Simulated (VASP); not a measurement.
Set up this calculation in VASP 6.6.1, as the native input.

- Task: relaxation of cell and atoms
- Functional: r2SCAN
- Potentials or basis: VASP PAW PBE potentials, release 64 (Ge_d)
- Cutoff: 600 eV
- k mesh: 12 × 12 × 12
- Occupations: gaussian, width 0.02 eV
- Spin: no spin polarisation
- Dipole correction: no
- Further INCAR settings: ALGO = Normal; EDIFF = 1e-06; IBRION = 2; EDIFFG = -0.01; NSW = 80; ISIF = 3

The system is Ge.

```xyz
2
Lattice="0.0000 2.8368 2.8368 2.8368 0.0000 2.8368 2.8368 2.8368 0.0000" Properties=species:S:1:pos:R:3 pbc="T T T"
Ge    0.0000    0.0000    0.0000
Ge    1.4184    1.4184    1.4184
```

These files were run (other wordings do the same):

POSCAR

```
Ge
1.0
    0.0000000000      2.8367729578      2.8367729578
    2.8367729578      0.0000000000      2.8367729578
    2.8367729578      2.8367729578      0.0000000000
Ge
2
Direct
    0.0000000000      0.0000000000      0.0000000000
    0.2500000000      0.2500000000      0.2500000000
```

INCAR.step1

```
SYSTEM = Ge
PREC = Accurate ; ENCUT = 600
ISMEAR = 0 ; SIGMA = 0.02
LREAL = .False. ; LASPH = .True.
NELM = 80 ; GGA = PE
ALGO = Normal ; EDIFF = 1E-4
LWAVE = .True. ; LCHARG = .False.
```

INCAR.step2

```
SYSTEM = Ge
PREC = Accurate ; ENCUT = 600
EDIFF = 1E-6 ; ISMEAR = 0
SIGMA = 0.02 ; LREAL = .False.
LASPH = .True. ; NELM = 80
ALGO = Normal ; ISIF = 3
LWAVE = .False. ; LCHARG = .False.
METAGGA = R2SCAN ; LMIXTAU = .True.
IBRION = 2 ; NSW = 80
EDIFFG = -0.01 ; ISTART = 1
```

KPOINTS

```
regular mesh
0
Gamma
  12 12 12
  0 0 0
```

Potentials or basis: VASP PAW PBE potentials, release 64 (Ge_d).

Command:

```bash
$ cat potpaw_PBE.64/Ge_d/POTCAR > POTCAR
$ cp INCAR.step1 INCAR
$ mpirun -np 1 vasp_std > vasp.out
$ cp INCAR.step2 INCAR
$ mpirun -np 1 vasp_std > vasp.out
```

Results of the run:

```
Relaxed volume                         : 22.87 Å³/atom
Relaxed cell                           : a = 4.014 Å, b = 4.014 Å, c = 4.014 Å, α = 60.00°, β = 60.00°, γ = 60.00°
Space group after relaxing (to 0.05 Å) : Fd-3m (No. 227)
Energy gained by relaxing              : 0.0 meV/atom
Ionic steps                            : 3
Pressure after relaxing                : 0.0 GPa
Band gap on the k mesh                 : 0.31 eV, direct
```

Caveat: the PAW data sets were made with another functional, which shifts forces and pressure a little.

Run time: 8 min on 1 thread of Oxide Virtual Turin-like Processor (shared host), peak memory 0.2 GiB.
